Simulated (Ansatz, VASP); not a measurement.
## One calculation of CdRhC4N4, two programs

```
Cd Rh C N
1.0
     6.28607    0.00000    0.00000
     0.00000    6.28607    0.00000
     0.00000    0.00000    6.28607
Cd Rh C N
1 1 4 4
Direct
  0.00000 0.00000 0.00000
  0.50000 0.50000 0.50000
  0.20422 0.20422 0.20422
  0.20422 0.79578 0.79578
  0.79578 0.20422 0.79578
  0.79578 0.79578 0.20422
  0.31149 0.31149 0.31149
  0.31149 0.68851 0.68851
  0.68851 0.31149 0.68851
  0.68851 0.68851 0.31149
```

Alike in both runs: functional PBE; k mesh 4 × 4 × 4; occupations gaussian, width 0.1 eV; collinear spin.

Ansatz relaxed the structure, and its values are those at the end. VASP's run is a single point on that final structure, the one shown.

|  | VASP | Ansatz |
| --- | --- | --- |
| version | VASP 6.6.1 | Ansatz 0.2.0 |
| potentials or method | VASP PAW PBE potentials, release 64 (Cd, Rh_pv, C, N), cutoff 520 eV | scalar-relativistic, plane waves, PAW |
| valence electrons in the cell | 63 | 73 |

|  | VASP | Ansatz | Ansatz less VASP |
| --- | --- | --- | --- |
| gap on the k mesh at the Fermi level (eV) | 1.32 | 1.32 | +0.007 |
| least direct gap on the mesh (eV) | 1.41 | 1.42 | +0.007 |
| pressure (GPa) | 0.4 | 0.1 | -0.37 |
| rms of the force components (eV/Å) | 0.182 | 0.011 | -0.1712 |
| net moment per atom (μB) | 0.30 | 0.30 | 0.000 |
| size of the moment on the site where the two differ most (μB) | 2.10 | 1.70 | -0.401 |

Site moments also hang on the region over which each program counts them. VASP's potentials hold 63 valence electrons a cell and Ansatz's 73, so a difference there can come from the potentials and not from the codes.

Noted on VASP's run: the standard files for N, O and F lose accuracy on very short bonds.
